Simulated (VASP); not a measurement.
# InSb (F-43m) in VASP: further runs, part 2 of 3

VASP 6.6.1. The steps go on from the part before.

### 3 Electric field gradients, PBE (32.62 Å³/atom)

INCAR

```
PREC = Accurate ; ENCUT = 520
EDIFF = 1E-8 ; ISMEAR = -1
SIGMA = 0.03 ; LREAL = False
LASPH = True ; NELM = 100
ALGO = Normal ; ISIF = 2
LWAVE = False ; LCHARG = False
GGA = PE ; LEFG = True
NBANDS = 16
```

KPOINTS

```
regular mesh
0
Gamma
  10 10 10
```

POSCAR

```
InSb
1.0
    0.0000000000      3.1953230120      3.1953230120
    3.1953230120      0.0000000000      3.1953230120
    3.1953230120      3.1953230120      0.0000000000
In Sb
1 1
Direct
    0.0000000000      0.0000000000      0.0000000000
    0.7500000000      0.7500000000      0.7500000000
```

Potentials or basis: VASP PAW PBE potentials, release 64 (In_d, Sb).

The run is started by

```console
> cat potpaw_PBE.64/In_d/POTCAR potpaw_PBE.64/Sb/POTCAR > POTCAR
> mpirun -np 1 vasp_std > vasp.out
```

OUTCAR:

```text
PREC = Accurate
   ENCUT = 520
   EDIFF = 1E-8
   ISMEAR = -1
   LREAL = False
   LASPH = True
   NELM = 100
   ISIF = 2
   GGA = PE

 ion  position               nearest neighbor table
   1  0.000  0.000  0.000-   2 2.77   2 2.77   2 2.77   2 2.77
   2  0.750  0.750  0.750-   1 2.77   1 2.77   1 2.77   1 2.77

  LATTYP: Found a face centered cubic cell.
 ALAT       =     6.3906460240

  Lattice vectors:

 A1 = (   0.0000000000,   3.1953230120,   3.1953230120)
 A2 = (   3.1953230120,   0.0000000000,   3.1953230120)
 A3 = (   3.1953230120,   3.1953230120,   0.0000000000)

Analysis of symmetry for initial positions (statically):
=====================================================================
 Subroutine PRICEL returns:
 Original cell was already a primitive cell.

 Routine SETGRP: Setting up the symmetry group for a
 face centered cubic supercell.

 Subroutine GETGRP returns: Found 24 space group operations
 (whereof 24 operations were pure point group operations)
 out of a pool of 48 trial point group operations.

The static configuration has the point symmetry T_d .

Analysis of symmetry for dynamics (positions and initial velocities):
=====================================================================
 Subroutine PRICEL returns:
 Original cell was already a primitive cell.

 Routine SETGRP: Setting up the symmetry group for a
 face centered cubic supercell.

 Subroutine GETGRP returns: Found 24 space group operations
 (whereof 24 operations were pure point group operations)
 out of a pool of 48 trial point group operations.

The dynamic configuration has the point symmetry T_d .

 Subroutine INISYM returns: Found 24 space group operations
 (whereof 24 operations are pure point group operations),
 and found     1 'primitive' translations

----------------------------------------------------------------------------------------

                                     Primitive cell

  volume of cell :      65.2491

  direct lattice vectors                    reciprocal lattice vectors
     0.000000000  3.195323012  3.195323012    -0.156478703  0.156478703  0.156478703
     3.195323012  0.000000000  3.195323012     0.156478703 -0.156478703  0.156478703
     3.195323012  3.195323012  0.000000000     0.156478703  0.156478703 -0.156478703

  length of vectors
     4.518869140  4.518869140  4.518869140     0.271029064  0.271029064  0.271029064

  position of ions in fractional coordinates (direct lattice)
     0.000000000  0.000000000  0.000000000
     0.750000000  0.750000000  0.750000000

  ion indices of the primitive-cell ions
   primitive index   ion index
                 1           1
                 2           2

----------------------------------------------------------------------------------------

 KPOINTS: regular mesh

Automatic generation of k-mesh.
 Grid dimensions read from file:
 generate k-points for:   10   10   10

 Generating k-lattice:
[... 68 lines left out ...]
   ISIF   =      2    stress and relaxation
   ISYM   =      2    0-nonsym 1-usesym 2-fastsym
   POTIM  = 0.5000    time-step for ionic-motion
   TEBEG  =    0.0;   TEEND  =   0.0 temperature during run
   PSTRESS=    0.0 pullay stress
   NELECT =      18.0000    total number of electrons
   NUPDOWN=      -1.0000    fix difference up-down
   EMIN   =  10.00;   EMAX   =-10.00  energy-range for DOS
   EFERMI =   0.00;   METHOD = LEGACY
   ISMEAR =    -1;   SIGMA  =   0.03  broadening in eV -4-tet -1-fermi 0-gaus
   EFERMI_NEDOS =   21; number of points for ismear=-14 and -15
   IALGO  =     38    algorithm
   IMIX   =      4    mixing-type and parameters
     AMIX     =   0.40;   BMIX     =  1.00
     AMIX_MAG =   1.60;   BMIX_MAG =  1.00
  volume/ion in A,a.u.               =      32.62       220.16
  Fermi-wavevector in a.u.,A,eV,Ry     =   1.065715  2.013909 15.452783  1.135748
  Thomas-Fermi vector in A             =   2.201275
   LORBIT       =      0    0 simple, 1 ext, 2 COOP (PROOUT), +10 PAW based schemes
   GGA     = PE    functional components
   LHFCALC =     F    Hartree Fock is set to
   AEXX    =    0.0000 exact exchange contribution
   IVDW    =     0    specifies the selected vdW correction
   LEPSILON=     F    determine dielectric tensor
   LRPA    =     F    only Hartree local field effects (RPA)
 non-spin polarized calculation
  energy-cutoff  :      520.00
  volume of cell :       65.25
 maximum number of plane-waves:      1807
 NGX is ok and might be reduce to    36
   NGX = 17   NGY = 17   NGZ = 17

 number of electron      18.0000005 magnetization

 Free energy of the ion-electron system (eV)
  ---------------------------------------------------
  ext. energy  EPLUGINS =         0.00000000
  ---------------------------------------------------
  free energy    TOTEN  =        -6.83368550 eV

  energy without entropy =       -6.83355288  energy(sigma->0) =       -6.83361919

 E-fermi :   5.6041     XC(G=0):  -8.8637

 val. band max:        5.5538427949   @ k =   0.0000   0.0000   0.0000
 cond. band min:       5.6041762365   @ k =   0.0000   0.0000   0.0000
 fundamental gap:      0.0503334417
 Fermi energy:         5.6041145811

 k-point     1 :       0.0000    0.0000    0.0000
  band No.  band energies     occupation
      1      -9.1493      2.00000
      2      -9.1493      2.00000
      3      -9.1493      2.00000
      4      -9.0518      2.00000
      5      -9.0518      2.00000
      6      -5.4355      2.00000
[... 433 lines left out ...]
      3      -9.1096      2.00000
      4      -9.0682      2.00000
      5      -9.0443      2.00000
      6      -3.9720      2.00000
[... 8 lines left out ...]
     15      15.2732      0.00000
     16      15.8342      0.00000

 [... further k-points ...]

------------------------ aborting loop because EDIFF is reached ----------------------------------------

  FORCE on cell =-STRESS in cart. coord.  units (eV):
  Direction    XX          YY          ZZ          XY          YZ          ZX
  --------------------------------------------------------------------------------------
  -------------------------------------------------------------------------------------
  Total        2.2026446      2.2026446      2.2026446      0.0000000     -0.0000000      0.0000000
  in kB       54.0854821     54.0854821     54.0854821      0.0000000     -0.0000000      0.0000000
  external PRESSURE =      54.0854821 kB  Pullay stress =       0.0000000 kB

 VOLUME and BASIS-vectors are now :
 -----------------------------------------------------------------------------
  energy-cutoff  :      520.00
  volume of cell :       65.25
      direct lattice vectors                 reciprocal lattice vectors
     0.000000000  3.195323012  3.195323012    -0.156478703  0.156478703  0.156478703
     3.195323012  0.000000000  3.195323012     0.156478703 -0.156478703  0.156478703
     3.195323012  3.195323012  0.000000000     0.156478703  0.156478703 -0.156478703

 POSITION                                       TOTAL-FORCE (eV/Angst)
 -----------------------------------------------------------------------------------
      0.00000      0.00000      0.00000         0.000000     -0.000000      0.000000
      4.79298      4.79298      4.79298        -0.000000      0.000000     -0.000000
 -----------------------------------------------------------------------------------
    total drift:                                0.000000      0.000000      0.000000

  FREE ENERGIE OF THE ION-ELECTRON SYSTEM (eV)
  ---------------------------------------------------
  free  energy   TOTEN  =        -6.8336854951 eV

  energy  without entropy=       -6.8335528795  energy(sigma->0) =       -6.83361919

 Electric field gradients (V/A^2)
---------------------------------------------------------------------
 ion       V_xx      V_yy      V_zz      V_xy      V_xz      V_yz
---------------------------------------------------------------------
   1       0.000     0.000     0.000    -0.000    -0.000    -0.000
   2       0.000    -0.000    -0.000    -0.000    -0.000    -0.000
---------------------------------------------------------------------

 Electric field gradients after diagonalization (V/A^2)
 (convention: |V_zz| > |V_xx| > |V_yy|)
----------------------------------------------------------------------
 ion       V_xx      V_yy      V_zz     asymmetry (V_yy - V_xx)/ V_zz
----------------------------------------------------------------------
   1       0.000     0.000    -0.001       0.000
   2       0.000     0.000    -0.000       0.000
----------------------------------------------------------------------

           NMR quadrupolar parameters

 Cq : quadrupolar parameter    Cq=e*Q*V_zz/h
 eta: asymmetry parameters     (V_yy - V_xx)/ V_zz
 Q  : nuclear electric quadrupole moment in mb (millibarn)
----------------------------------------------------------------------
 ion       Cq(MHz)       eta       Q (mb)
----------------------------------------------------------------------
   1      -0.000       0.000       1.000
   2      -0.000       0.000       1.000
----------------------------------------------------------------------
```

It took 1.8 min on 1 thread of Intel Xeon 8259CL, shared host; peak memory 0.23 GiB.

Results:

| Quantity | Value |
| --- | --- |
| Free energy | -6.8337 eV |
| Pressure | 5.4 GPa |
| Largest electric field gradient by atom | zero within the noise of the run |

Caveat: the cell stands under pressure; spin-orbit coupling is left out, which moves the levels of the heavy elements.

### 4 Electric field gradients, PBE (33.64 Å³/atom)

This run uses another cell than the first one, of 33.64 Å³/atom.

INCAR

```
SYSTEM = InSb
  PREC = Accurate
  ENCUT = 520
  EDIFF = 1E-8
  ISMEAR = -1
  SIGMA = 0.03
  LREAL = .FALSE.
  LASPH = .TRUE.
  NELM = 60
  ALGO = Normal
  ISIF = 2
  LWAVE = .FALSE.
  LCHARG = .FALSE.
  GGA = PE
  LEFG = .TRUE.
  NBANDS = 16
```

KPOINTS

```
regular mesh
0
G
  10 10 10
  0 0 0
```

POSCAR

```
InSb
1.0
    0.0000000000      3.2282668087      3.2282668087
    3.2282668087      0.0000000000      3.2282668087
    3.2282668087      3.2282668087      0.0000000000
In Sb
1 1
Direct
    0.0000000000      0.0000000000      0.0000000000
    0.7500000000      0.7500000000      0.7500000000
```

Potentials or basis: VASP PAW PBE potentials, release 64 (In_d, Sb).

The run is started by

```console
> cat potpaw_PBE.64/In_d/POTCAR potpaw_PBE.64/Sb/POTCAR > POTCAR
> mpirun -np 1 vasp_std > vasp.out
```

OUTCAR:

```text
SYSTEM = InSb
   PREC = Accurate
   ENCUT = 520
   EDIFF = 1E-8
   ISMEAR = -1
   LREAL = .FALSE.
   LASPH = .TRUE.
   NELM = 60
   ISIF = 2
   GGA = PE

 ion  position               nearest neighbor table
   1  0.000  0.000  0.000-   2 2.80   2 2.80   2 2.80   2 2.80
   2  0.750  0.750  0.750-   1 2.80   1 2.80   1 2.80   1 2.80

  LATTYP: Found a face centered cubic cell.
 ALAT       =     6.4565336174

  Lattice vectors:

 A1 = (   0.0000000000,   3.2282668087,   3.2282668087)
 A2 = (   3.2282668087,   0.0000000000,   3.2282668087)
 A3 = (   3.2282668087,   3.2282668087,   0.0000000000)

Analysis of symmetry for initial positions (statically):
=====================================================================
 Subroutine PRICEL returns:
 Original cell was already a primitive cell.

 Routine SETGRP: Setting up the symmetry group for a
 face centered cubic supercell.

 Subroutine GETGRP returns: Found 24 space group operations
 (whereof 24 operations were pure point group operations)
 out of a pool of 48 trial point group operations.

The static configuration has the point symmetry T_d .

Analysis of symmetry for dynamics (positions and initial velocities):
=====================================================================
 Subroutine PRICEL returns:
 Original cell was already a primitive cell.

 Routine SETGRP: Setting up the symmetry group for a
 face centered cubic supercell.

 Subroutine GETGRP returns: Found 24 space group operations
 (whereof 24 operations were pure point group operations)
 out of a pool of 48 trial point group operations.

The dynamic configuration has the point symmetry T_d .

 Subroutine INISYM returns: Found 24 space group operations
 (whereof 24 operations are pure point group operations),
 and found     1 'primitive' translations

----------------------------------------------------------------------------------------

                                     Primitive cell

  volume of cell :      67.2881

  direct lattice vectors                    reciprocal lattice vectors
     0.000000000  3.228266809  3.228266809    -0.154881870  0.154881870  0.154881870
     3.228266809  0.000000000  3.228266809     0.154881870 -0.154881870  0.154881870
     3.228266809  3.228266809  0.000000000     0.154881870  0.154881870 -0.154881870

  length of vectors
     4.565458704  4.565458704  4.565458704     0.268263268  0.268263268  0.268263268

  position of ions in fractional coordinates (direct lattice)
     0.000000000  0.000000000  0.000000000
     0.750000000  0.750000000  0.750000000

  ion indices of the primitive-cell ions
   primitive index   ion index
                 1           1
                 2           2

----------------------------------------------------------------------------------------

 KPOINTS: regular mesh

Automatic generation of k-mesh.
 Grid dimensions read from file:
 generate k-points for:   10   10   10

 Generating k-lattice:

[... 68 lines left out ...]
   ISYM   =      2    0-nonsym 1-usesym 2-fastsym
   POTIM  = 0.5000    time-step for ionic-motion
   TEBEG  =    0.0;   TEEND  =   0.0 temperature during run
   PSTRESS=    0.0 pullay stress
   NELECT =      18.0000    total number of electrons
   NUPDOWN=      -1.0000    fix difference up-down
   EMIN   =  10.00;   EMAX   =-10.00  energy-range for DOS
   EFERMI =   0.00;   METHOD = LEGACY
   ISMEAR =    -1;   SIGMA  =   0.03  broadening in eV -4-tet -1-fermi 0-gaus
   EFERMI_NEDOS =   21; number of points for ismear=-14 and -15
   IALGO  =     38    algorithm
   IMIX   =      4    mixing-type and parameters
     AMIX     =   0.40;   BMIX     =  1.00
     AMIX_MAG =   1.60;   BMIX_MAG =  1.00
  volume/ion in A,a.u.               =      33.64       227.04
  Fermi-wavevector in a.u.,A,eV,Ry     =   1.054839  1.993357 15.139008  1.112686
  Thomas-Fermi vector in A             =   2.190015
   LORBIT       =      0    0 simple, 1 ext, 2 COOP (PROOUT), +10 PAW based schemes
   GGA     = PE    functional components
   LHFCALC =     F    Hartree Fock is set to
   AEXX    =    0.0000 exact exchange contribution
   IVDW    =     0    specifies the selected vdW correction
   LEPSILON=     F    determine dielectric tensor
   LRPA    =     F    only Hartree local field effects (RPA)
 non-spin polarized calculation
  energy-cutoff  :      520.00
  volume of cell :       67.29
 maximum number of plane-waves:      1837
 NGX is ok and might be reduce to    36
   NGX = 17   NGY = 17   NGZ = 17

 number of electron      17.9999995 magnetization

 Free energy of the ion-electron system (eV)
  ---------------------------------------------------
  ext. energy  EPLUGINS =         0.00000000
  ---------------------------------------------------
  free energy    TOTEN  =        -6.89138397 eV

  energy without entropy =       -6.89123798  energy(sigma->0) =       -6.89131097

 E-fermi :   5.2417     XC(G=0):  -8.7305

 val. band max:        5.2168401477   @ k =   0.0000   0.0000   0.0000
 cond. band min:       5.7729675614   @ k =   0.5000   0.0000   0.0000
 fundamental gap:      0.5561274138
 Fermi energy:         5.2416651084

 k-point     1 :       0.0000    0.0000    0.0000
  band No.  band energies     occupation
      1      -9.4122      2.00000
      2      -9.4122      2.00000
      3      -9.4122      2.00000
      4      -9.3240      2.00000
      5      -9.3240      2.00000
      6      -5.5681      2.00000
[... 433 lines left out ...]
      3      -9.3768      2.00000
      4      -9.3383      2.00000
      5      -9.3171      2.00000
      6      -4.1768      2.00000
[... 8 lines left out ...]
     15      14.8573      0.00000
     16      15.3597      0.00000

 [... further k-points ...]

------------------------ aborting loop because EDIFF is reached ----------------------------------------

  FORCE on cell =-STRESS in cart. coord.  units (eV):
  Direction    XX          YY          ZZ          XY          YZ          ZX
  --------------------------------------------------------------------------------------
  -------------------------------------------------------------------------------------
  Total        1.5331999      1.5331999      1.5331999     -0.0000000      0.0000000      0.0000000
  in kB       36.5065761     36.5065761     36.5065761     -0.0000000      0.0000000      0.0000000
  external PRESSURE =      36.5065761 kB  Pullay stress =       0.0000000 kB

 VOLUME and BASIS-vectors are now :
 -----------------------------------------------------------------------------
  energy-cutoff  :      520.00
  volume of cell :       67.29
      direct lattice vectors                 reciprocal lattice vectors
     0.000000000  3.228266809  3.228266809    -0.154881870  0.154881870  0.154881870
     3.228266809  0.000000000  3.228266809     0.154881870 -0.154881870  0.154881870
     3.228266809  3.228266809  0.000000000     0.154881870  0.154881870 -0.154881870

 POSITION                                       TOTAL-FORCE (eV/Angst)
 -----------------------------------------------------------------------------------
      0.00000      0.00000      0.00000        -0.000000     -0.000000     -0.000000
      4.84240      4.84240      4.84240         0.000000      0.000000      0.000000
 -----------------------------------------------------------------------------------
    total drift:                                0.000000      0.000000      0.000000

  FREE ENERGIE OF THE ION-ELECTRON SYSTEM (eV)
  ---------------------------------------------------
  free  energy   TOTEN  =        -6.8913839660 eV

  energy  without entropy=       -6.8912379810  energy(sigma->0) =       -6.89131097

 Electric field gradients (V/A^2)
---------------------------------------------------------------------
 ion       V_xx      V_yy      V_zz      V_xy      V_xz      V_yz
---------------------------------------------------------------------
   1       0.000     0.000     0.000     0.001     0.001     0.001
   2      -0.000    -0.000     0.000    -0.000    -0.000    -0.000
---------------------------------------------------------------------

 Electric field gradients after diagonalization (V/A^2)
 (convention: |V_zz| > |V_xx| > |V_yy|)
----------------------------------------------------------------------
 ion       V_xx      V_yy      V_zz     asymmetry (V_yy - V_xx)/ V_zz
----------------------------------------------------------------------
   1      -0.001    -0.001     0.002       0.000
   2       0.000     0.000    -0.000       0.000
----------------------------------------------------------------------

           NMR quadrupolar parameters

 Cq : quadrupolar parameter    Cq=e*Q*V_zz/h
 eta: asymmetry parameters     (V_yy - V_xx)/ V_zz
 Q  : nuclear electric quadrupole moment in mb (millibarn)
----------------------------------------------------------------------
 ion       Cq(MHz)       eta       Q (mb)
----------------------------------------------------------------------
   1       0.000       0.000       1.000
   2      -0.000       0.000       1.000
----------------------------------------------------------------------
```

It took 1.9 min on 1 thread of Intel Xeon 8259CL, shared host; peak memory 0.23 GiB.

What came out:

- Free energy: -6.8914 eV
- Pressure: 3.7 GPa
- Band gap on the k mesh: zero (filled and empty bands touch)
- Largest electric field gradient by atom: zero within the noise of the run

Levels at points of the mesh, in eV from the Fermi level:
```
           k point  band 6  band 7  band 8  band 9  band 10  band 11  band 12  band 13
(0.00, 0.00, 0.00)  -10.81   -0.15   -0.02   -0.02    -0.02     2.93     2.93     2.93
(0.50, 0.00, 0.00)   -9.42   -5.69   -1.05   -1.05     0.53     3.79     3.79     6.06
(0.50, 0.50, 0.00)   -8.79   -5.99   -2.32   -2.32     1.30     1.30     8.19     8.19
```

Caveat: the cell stands under pressure; semilocal functionals underestimate gaps, so a narrow gap can read as zero; spin-orbit coupling is left out, which moves the levels of the heavy elements.

(Part 2 of 3 ends here.)
